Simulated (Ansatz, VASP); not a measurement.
## Si3Sn: VASP beside Ansatz

```
CELL_PARAMETERS angstrom
3.98025 0.00000 0.00000
0.00000 3.98025 0.00000
0.00000 0.00000 4.49336
ATOMIC_POSITIONS crystal
Si 0.00000 0.00000 0.66801
Si 0.00000 0.00000 0.33199
Si 0.00000 0.00000 0.00000
Sn 0.50000 0.50000 0.50000
```

Alike in both runs: task relaxation of cell and atoms; functional PBE; k mesh 4 × 4 × 4; occupations gaussian, width 0.1 eV; no spin polarisation.

|  | VASP | Ansatz |
| --- | --- | --- |
| version | VASP 6.6.1 | Ansatz 0.2.0 |
| potentials or method | VASP PAW PBE potentials, release 64 (Si, Sn_d), cutoff 600 eV | scalar-relativistic, plane waves, PAW |
| valence electrons in the cell | 26 | 26 |

```csv
,VASP,Ansatz,Ansatz less VASP
"gap on the k mesh at the Fermi level, each at its own relaxed structure (eV)",none,none,-
relaxed volume (Å³/atom),23.43,23.48,+0.046
relaxed cell length with the largest relative difference (Å),3.613,3.615,+0.0025
```

A gap of «none» marks a metal or a gap that the smearing closes.

The k mesh is coarse, so the values compare programs but aren't converged. Noted on VASP's run: the volume moved by over 15 % at a fixed basis, so the end points are rough.
